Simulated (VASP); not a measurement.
# Sb (P6_3/mmc) in VASP: notebook

Runs on Sb. Level: LDA. Tasks: electric field gradients.

Everything below comes from runs of VASP 6.6.1. Logs are shortened: lines on timing, memory, paths and dates and some standing lists are left out, and cuts for length are marked.

## Step 1: The cell of the first run

It takes space group P6_3/mmc (No. 194, hexagonal). Conventional cell: a = 3.391 Å, b = 3.391 Å, c = 5.365 Å, α = 90.00°, β = 90.00°, γ = 120.00°. Within 4.4 Å of Sb (site symmetry -6m2) lie 12 Sb at 3.32 to 3.39 Å.

## Step 2: Electric field gradients, LDA (volume scaled by 1.02)

INCAR

```
SYSTEM = Sb
PREC = Accurate
ENCUT = 520
EDIFF = 1E-8
ISMEAR = -1
SIGMA = 0.03
LREAL = .False.
LASPH = .True.
NELM = 60
ALGO = Normal
ISIF = 2
LWAVE = .False.
LCHARG = .False.
GGA = CA
LEFG = .True.
NBANDS = 12
```

KPOINTS

```
regular mesh
0
Gamma
  12 12 7
  0 0 0
```

POSCAR

```
Sb
1.0
    3.3913120892      0.0000000000      0.0000000000
   -1.6956560446      2.9369624214      0.0000000000
    0.0000000000      0.0000000000      5.3652990420
Sb
2
Direct
    0.3333333333      0.6666666667      0.2500000000
    0.6666666667      0.3333333333      0.7500000000
```

Potentials or basis: VASP PAW LDA potentials, release 64 (Sb).

Started as:

```
> cat potpaw_LDA.64/Sb/POTCAR > POTCAR
> mpirun -np 1 vasp_std > vasp.out
```

OUTCAR:

```text
SYSTEM = Sb
   PREC = Accurate
   ENCUT = 520
   EDIFF = 1E-8
   ISMEAR = -1
   LREAL = .False.
   LASPH = .True.
   NELM = 60
   ISIF = 2
   GGA = CA

 ion  position               nearest neighbor table
   1  0.333  0.667  0.250-   2 3.32   2 3.32   2 3.32   2 3.32   2 3.32   2 3.32
   2  0.667  0.333  0.750-   1 3.32   1 3.32   1 3.32   1 3.32   1 3.32   1 3.32

  LATTYP: Found a hexagonal cell.
 ALAT       =     3.3913120892
 C/A-ratio  =     1.5820717471

  Lattice vectors:

 A1 = (   3.3913120892,   0.0000000000,   0.0000000000)
 A2 = (  -1.6956560446,   2.9369624214,   0.0000000000)
 A3 = (   0.0000000000,   0.0000000000,   5.3652990420)

Analysis of symmetry for initial positions (statically):
=====================================================================
 Subroutine PRICEL returns:
 Original cell was already a primitive cell.

 Routine SETGRP: Setting up the symmetry group for a
 hexagonal supercell.

 Subroutine GETGRP returns: Found 24 space group operations
 (whereof 12 operations were pure point group operations)
 out of a pool of 24 trial point group operations.

The static configuration has the point symmetry D_3d.
 The point group associated with its full space group is D_6h.

Analysis of symmetry for dynamics (positions and initial velocities):
=====================================================================
 Subroutine PRICEL returns:
 Original cell was already a primitive cell.

 Routine SETGRP: Setting up the symmetry group for a
 hexagonal supercell.

 Subroutine GETGRP returns: Found 24 space group operations
 (whereof 12 operations were pure point group operations)
 out of a pool of 24 trial point group operations.

The dynamic configuration has the point symmetry D_3d.
 The point group associated with its full space group is D_6h.

 Subroutine INISYM returns: Found 24 space group operations
 (whereof 12 operations are pure point group operations),
 and found     1 'primitive' translations

----------------------------------------------------------------------------------------

                                     Primitive cell

  volume of cell :      53.4392

  direct lattice vectors                    reciprocal lattice vectors
     3.391312089  0.000000000  0.000000000     0.294871122  0.170243922  0.000000000
    -1.695656045  2.936962421  0.000000000     0.000000000  0.340487843  0.000000000
     0.000000000  0.000000000  5.365299042     0.000000000  0.000000000  0.186382901

  length of vectors
     3.391312089  3.391312089  5.365299042     0.340487843  0.340487843  0.186382901

  position of ions in fractional coordinates (direct lattice)
     0.333333333  0.666666667  0.250000000
     0.666666667  0.333333333  0.750000000

  ion indices of the primitive-cell ions
   primitive index   ion index
                 1           1
                 2           2

----------------------------------------------------------------------------------------

 KPOINTS: regular mesh

Automatic generation of k-mesh.
 Grid dimensions read from file:
 generate k-points for:   12   12    7

 Generating k-lattice:

  Cartesian coordinates                     Fractional coordinates (reciprocal lattice)
     0.024572593  0.014186993  0.000000000     0.083333333  0.000000000  0.000000000
     0.000000000  0.028373987  0.000000000     0.000000000  0.083333333  0.000000000
     0.000000000  0.000000000  0.026626129     0.000000000  0.000000000  0.142857143

  Length of vectors
     0.028373987  0.028373987  0.026626129

  Shift w.r.t. Gamma in fractional coordinates (k-lattice)
     0.000000000  0.000000000  0.000000000

 Subroutine IBZKPT returns following result:
 ===========================================

 Found     76 irreducible k-points:

 Following reciprocal coordinates:
            Coordinates               Weight
  0.000000  0.000000  0.000000      1.000000
  0.083333 -0.000000  0.000000      6.000000
  0.166667 -0.000000  0.000000      6.000000
  0.250000 -0.000000  0.000000      6.000000
  0.333333 -0.000000  0.000000      6.000000
  0.416667  0.000000  0.000000      6.000000
[... 16 lines left out ...]
  0.250000 -0.000000  0.142857     12.000000
  0.333333 -0.000000  0.142857     12.000000
 [... further k-points ...]
   k-points           NKPTS =     76   k-points in BZ     NKDIM =     76   number of bands    NBANDS=     12
   number of dos      NEDOS =    301   number of ions     NIONS =      2
   total plane-waves  NPLWV =  31360
   dimension x,y,z NGX =    28 NGY =   28 NGZ =   40
   dimension x,y,z NGXF=    56 NGYF=   56 NGZF=   80
   ions per type =               2
   NGX,Y,Z   is equivalent  to a cutoff of  13.73, 13.73, 12.39 a.u.
   NGXF,Y,Z  is equivalent  to a cutoff of  27.45, 27.45, 24.79 a.u.
 SYSTEM =  Sb
   PREC   = accura    normal or accurate (medium, high low for compatibility)
   ISTART =      0    job   : 0-new  1-cont  2-samecut
   ICHARG =      2    charge: 1-file 2-atom 10-const
   ISPIN  =      1    spin polarized calculation?
   LNONCOLLINEAR =      F non collinear calculations
   LSORBIT =      F    spin-orbit coupling
   LASPH  =      T    aspherical Exc in radial PAW
   ENCUT  =  520.0 eV  38.22 Ry    6.18 a.u.   6.31  6.31  9.98*2*pi/ulx,y,z
   NELM   =     60;   NELMIN=  2; NELMDL= -5     # of ELM steps
   EDIFF  = 0.1E-07   stopping-criterion for ELM
   LREAL  =      F    real-space projection
   EDIFFG = 0.1E-06   stopping-criterion for IOM
   NSW    =      0    number of steps for IOM
   IBRION =     -1    ionic relax: 0-MD 1-quasi-New 2-CG
   NFREE  =      0    steps in history (QN), initial steepest desc. (CG)
   ISIF   =      2    stress and relaxation
   ISYM   =      2    0-nonsym 1-usesym 2-fastsym
   POTIM  = 0.5000    time-step for ionic-motion
   TEBEG  =    0.0;   TEEND  =   0.0 temperature during run
   PSTRESS=    0.0 pullay stress
   NELECT =      10.0000    total number of electrons
   NUPDOWN=      -1.0000    fix difference up-down
   EMIN   =  10.00;   EMAX   =-10.00  energy-range for DOS
   EFERMI =   0.00;   METHOD = LEGACY
   ISMEAR =    -1;   SIGMA  =   0.03  broadening in eV -4-tet -1-fermi 0-gaus
   EFERMI_NEDOS =   21; number of points for ismear=-14 and -15
   IALGO  =     38    algorithm
   IMIX   =      4    mixing-type and parameters
     AMIX     =   0.40;   BMIX     =  1.00
     AMIX_MAG =   1.60;   BMIX_MAG =  1.00
  volume/ion in A,a.u.               =      26.72       180.31
  Fermi-wavevector in a.u.,A,eV,Ry     =   0.936386  1.769513 11.929837  0.876818
  Thomas-Fermi vector in A             =   2.063390
   LORBIT       =      0    0 simple, 1 ext, 2 COOP (PROOUT), +10 PAW based schemes
   GGA     = CA    functional components
   LHFCALC =     F    Hartree Fock is set to
   AEXX    =    0.0000 exact exchange contribution
   IVDW    =     0    specifies the selected vdW correction
   LEPSILON=     F    determine dielectric tensor
   LRPA    =     F    only Hartree local field effects (RPA)
 non-spin polarized calculation
  energy-cutoff  :      520.00
  volume of cell :       53.44
 maximum number of plane-waves:      1459
 NGX is ok and might be reduce to    28
   NGX = 13   NGY = 13   NGZ = 19

 number of electron      10.0000000 magnetization

 Free energy of the ion-electron system (eV)
  ---------------------------------------------------
  ext. energy  EPLUGINS =         0.00000000
  ---------------------------------------------------
  free energy    TOTEN  =        -9.13517043 eV

  energy without entropy =       -9.13227244  energy(sigma->0) =       -9.13372143

 E-fermi :   8.5362     XC(G=0): -10.4040

 val. band max:        8.5324546255   @ k =   0.3333   0.2500   0.0000
 cond. band min:       8.6133459423   @ k =   0.2500  -0.0000   0.4286
 fundamental gap:      0.0808913169
 Fermi energy:         8.5362427907

 k-point     1 :       0.0000    0.0000    0.0000
  band No.  band energies     occupation
      1      -4.4965      2.00000
      2      -0.4249      2.00000
      3       2.7226      2.00000
      4      11.6999      0.00000
      5      11.6999      0.00000
      6      13.4388      0.00000
      7      13.4388      0.00000
      8      14.3079      0.00000
      9      15.8118      0.00000
     10      17.3039      0.00000
     11      18.1651      0.00000
     12      18.1651      0.00000
[... 331 lines left out ...]
 k-point    24 :       0.3333   -0.0000    0.1429
  band No.  band energies     occupation
      1      -2.5320      2.00000
      2       0.4846      2.00000
      3       4.3860      2.00000
      4       5.7725      2.00000
      5       7.4842      2.00000
      6       9.2242      0.00000
      7      10.9992      0.00000
      8      12.2566      0.00000
      9      13.4903      0.00000
     10      15.6690      0.00000
     11      17.3826      0.00000
     12      18.1329      0.00000

 [... further k-points ...]
[... 5 lines left out ...]
  --------------------------------------------------------------------------------------
  -------------------------------------------------------------------------------------
  Total       -0.6805245     -0.6805245     -1.1759770      0.0000000     -0.0000000      0.0000000
  in kB      -20.4030126    -20.4030126    -35.2573224      0.0000000     -0.0000000      0.0000000
  external PRESSURE =     -25.3544492 kB  Pullay stress =       0.0000000 kB

 VOLUME and BASIS-vectors are now :
 -----------------------------------------------------------------------------
  energy-cutoff  :      520.00
  volume of cell :       53.44
      direct lattice vectors                 reciprocal lattice vectors
     3.391312089  0.000000000  0.000000000     0.294871122  0.170243922  0.000000000
    -1.695656045  2.936962421  0.000000000     0.000000000  0.340487843  0.000000000
     0.000000000  0.000000000  5.365299042     0.000000000  0.000000000  0.186382901

 POSITION                                       TOTAL-FORCE (eV/Angst)
 -----------------------------------------------------------------------------------
     -0.00000      1.95797      1.34132        -0.000000      0.000000      0.000000
      1.69566      0.97899      4.02397         0.000000      0.000000      0.000000
 -----------------------------------------------------------------------------------
    total drift:                                0.000000     -0.000000      0.000000

  FREE ENERGIE OF THE ION-ELECTRON SYSTEM (eV)
  ---------------------------------------------------
  free  energy   TOTEN  =        -9.1351704322 eV

  energy  without entropy=       -9.1322724373  energy(sigma->0) =       -9.13372143

 Electric field gradients (V/A^2)
---------------------------------------------------------------------
 ion       V_xx      V_yy      V_zz      V_xy      V_xz      V_yz
---------------------------------------------------------------------
   1     -12.309   -12.309    24.617     0.000     0.000    -0.000
   2     -12.309   -12.309    24.617     0.000    -0.000     0.000
---------------------------------------------------------------------

 Electric field gradients after diagonalization (V/A^2)
 (convention: |V_zz| > |V_xx| > |V_yy|)
----------------------------------------------------------------------
 ion       V_xx      V_yy      V_zz     asymmetry (V_yy - V_xx)/ V_zz
----------------------------------------------------------------------
   1     -12.309   -12.309    24.617       0.000
   2     -12.309   -12.309    24.617       0.000
----------------------------------------------------------------------

           NMR quadrupolar parameters

 Cq : quadrupolar parameter    Cq=e*Q*V_zz/h
 eta: asymmetry parameters     (V_yy - V_xx)/ V_zz
 Q  : nuclear electric quadrupole moment in mb (millibarn)
----------------------------------------------------------------------
 ion       Cq(MHz)       eta       Q (mb)
----------------------------------------------------------------------
   1       0.060       0.000       1.000
   2       0.060       0.000       1.000
----------------------------------------------------------------------
```

It took 20 s on 1 thread of Intel Xeon Platinum 8488C (Sapphire Rapids), shared host; peak memory 0.17 GiB.

What came out:

- Free energy: -9.1352 eV
- Pressure: -2.5 GPa
- Band gap on the k mesh: zero (band 5 reaches 12.36 eV, above the bottom of band 6 at 5.67 eV)

Stress tensor (GPa, compression positive):
```
-2.04  0.00  0.00
 0.00 -2.04  0.00
 0.00  0.00 -3.53
```

Electric field gradients, principal values (V/Å²):
```tsv
atom	least	middle	greatest (by size)
1 Sb	-12.309	-12.309	24.617
2 Sb	-12.309	-12.309	24.617
```

Caveat: without QUAD_EFG the Cq values of the log hold for a quadrupole moment of 1 mb, not for the nuclei; spin-orbit coupling is left out, which moves the levels of the heavy elements.

## Step 3: Electric field gradients, LDA (volume scaled by 1.04)

INCAR

```
  PREC = Accurate
  ENCUT = 520
  EDIFF = 1E-8
  ISMEAR = -1
  SIGMA = 0.03
  LREAL = False
  LASPH = True
  NELM = 100
  ALGO = Normal
  ISIF = 2
  LWAVE = False
  LCHARG = False
  LEFG = True
  NBANDS = 12
```

KPOINTS

```
regular mesh
0
Gamma
  12 12 7
```

POSCAR

```
Sb
1.0
    3.4133342133      0.0000000000      0.0000000000
   -1.7066671067      2.9560341404      0.0000000000
    0.0000000000      0.0000000000      5.4001396224
Sb
2
Direct
    0.3333333333      0.6666666667      0.2500000000
    0.6666666667      0.3333333333      0.7500000000
```

Potentials or basis: VASP PAW LDA potentials, release 64 (Sb).

Started as:

```
> cat potpaw_LDA.64/Sb/POTCAR > POTCAR
> mpirun -np 1 vasp_std > vasp.out
```

OUTCAR:

```text
PREC = Accurate
   ENCUT = 520
   EDIFF = 1E-8
   ISMEAR = -1
   LREAL = False
   LASPH = True
   NELM = 100
   ISIF = 2

 ion  position               nearest neighbor table
   1  0.333  0.667  0.250-   2 3.34   2 3.34   2 3.34   2 3.34   2 3.34   2 3.34
   2  0.667  0.333  0.750-   1 3.34   1 3.34   1 3.34   1 3.34   1 3.34   1 3.34

  LATTYP: Found a hexagonal cell.
 ALAT       =     3.4133342133
 C/A-ratio  =     1.5820717471

  Lattice vectors:

 A1 = (   3.4133342133,   0.0000000000,   0.0000000000)
 A2 = (  -1.7066671067,   2.9560341404,   0.0000000000)
 A3 = (   0.0000000000,   0.0000000000,   5.4001396224)

Analysis of symmetry for initial positions (statically):
=====================================================================
 Subroutine PRICEL returns:
 Original cell was already a primitive cell.

 Routine SETGRP: Setting up the symmetry group for a
 hexagonal supercell.

 Subroutine GETGRP returns: Found 24 space group operations
[... 551 lines left out ...]
     3.413334213  0.000000000  0.000000000     0.292968674  0.169145543  0.000000000
    -1.706667107  2.956034140  0.000000000     0.000000000  0.338291086  0.000000000
     0.000000000  0.000000000  5.400139622     0.000000000  0.000000000  0.185180397

 POSITION                                       TOTAL-FORCE (eV/Angst)
 -----------------------------------------------------------------------------------
     -0.00000      1.97069      1.35003         0.000000     -0.000000      0.000000
      1.70667      0.98534      4.05010        -0.000000      0.000000      0.000000
 -----------------------------------------------------------------------------------
    total drift:                               -0.000000      0.000000      0.000000

  FREE ENERGIE OF THE ION-ELECTRON SYSTEM (eV)
  ---------------------------------------------------
  free  energy   TOTEN  =        -9.1147942701 eV

  energy  without entropy=       -9.1118854893  energy(sigma->0) =       -9.11333988

 Electric field gradients (V/A^2)
---------------------------------------------------------------------
 ion       V_xx      V_yy      V_zz      V_xy      V_xz      V_yz
---------------------------------------------------------------------
   1     -12.468   -12.468    24.936     0.000     0.000    -0.000
   2     -12.468   -12.468    24.936     0.000    -0.000     0.000
---------------------------------------------------------------------

 Electric field gradients after diagonalization (V/A^2)
 (convention: |V_zz| > |V_xx| > |V_yy|)
----------------------------------------------------------------------
 ion       V_xx      V_yy      V_zz     asymmetry (V_yy - V_xx)/ V_zz
----------------------------------------------------------------------
   1     -12.468   -12.468    24.936       0.000
   2     -12.468   -12.468    24.936       0.000
----------------------------------------------------------------------

           NMR quadrupolar parameters

 Cq : quadrupolar parameter    Cq=e*Q*V_zz/h
 eta: asymmetry parameters     (V_yy - V_xx)/ V_zz
 Q  : nuclear electric quadrupole moment in mb (millibarn)
----------------------------------------------------------------------
 ion       Cq(MHz)       eta       Q (mb)
----------------------------------------------------------------------
   1       0.060       0.000       1.000
   2       0.060       0.000       1.000
----------------------------------------------------------------------
```

OSZICAR:

```text
N       E                     dE             d eps       ncg     rms          rms(c)
DAV:   1     0.338200837576E+02    0.33820E+02   -0.35476E+03  1824   0.661E+02
DAV:   2    -0.735634562173E+01   -0.41176E+02   -0.39955E+02  2504   0.109E+02
DAV:   3    -0.911628766107E+01   -0.17599E+01   -0.17419E+01  2328   0.251E+01
DAV:   4    -0.913004303004E+01   -0.13755E-01   -0.13752E-01  2060   0.272E+00
DAV:   5    -0.913019840509E+01   -0.15538E-03   -0.15537E-03  2188   0.315E-01    0.247E+00
DAV:   6    -0.912004230110E+01    0.10156E-01   -0.45900E-03  2036   0.301E-01    0.140E+00
DAV:   7    -0.911481767495E+01    0.52246E-02   -0.80902E-03  1892   0.401E-01    0.322E-02
DAV:   8    -0.911479485281E+01    0.22822E-04   -0.93568E-05  2212   0.686E-02    0.153E-02
DAV:   9    -0.911479499989E+01   -0.14708E-06   -0.16579E-06  2060   0.976E-03    0.372E-03
DAV:  10    -0.911479428230E+01    0.71759E-06   -0.68767E-07  2052   0.401E-03    0.350E-03
DAV:  11    -0.911479427032E+01    0.11975E-07   -0.12672E-08  1656   0.783E-04    0.195E-04
DAV:  12    -0.911479427011E+01    0.21066E-09   -0.16354E-09  1224   0.305E-04
   1 F= -.91147943E+01 E0= -.91133399E+01  d E =-.290878E-02
```

stdout:

```text
POSCAR found type information on POSCAR Sb
 POSCAR found :  1 types and       2 ions
 scaLAPACK will be used
 LDA part: xc-table for (Slater(with rela. corr.)+CA(PZ))
 , standard interpolation
 POSCAR, INCAR and KPOINTS ok, starting setup
 FFT: planning ... GRIDC
 FFT: planning ... GRID_SOFT
 FFT: planning ... GRID
 WAVECAR not read
 entering main loop
ion   1

ion   2
```

Wall time 23 s (1 thread of Intel Xeon Platinum 8488C (Sapphire Rapids), shared host); peak memory 0.18 GiB.

What came out:

```yaml
Free_energy: -9.1148 eV
Pressure: -3.7 GPa
Band_gap_on_the_k_mesh: zero (band 5 reaches 12.01 eV, above the bottom of band 6 at 5.48 eV)
```

Electric field gradients, principal values (V/Å²):
| atom | least | middle | greatest (by size) |
| --- | --- | --- | --- |
| 1 Sb | -12.468 | -12.468 | 24.936 |
| 2 Sb | -12.468 | -12.468 | 24.936 |

Caveat: without QUAD_EFG the Cq values of the log hold for a quadrupole moment of 1 mb, not for the nuclei; spin-orbit coupling is left out, which moves the levels of the heavy elements.

(Part 1 of 2 ends here.)
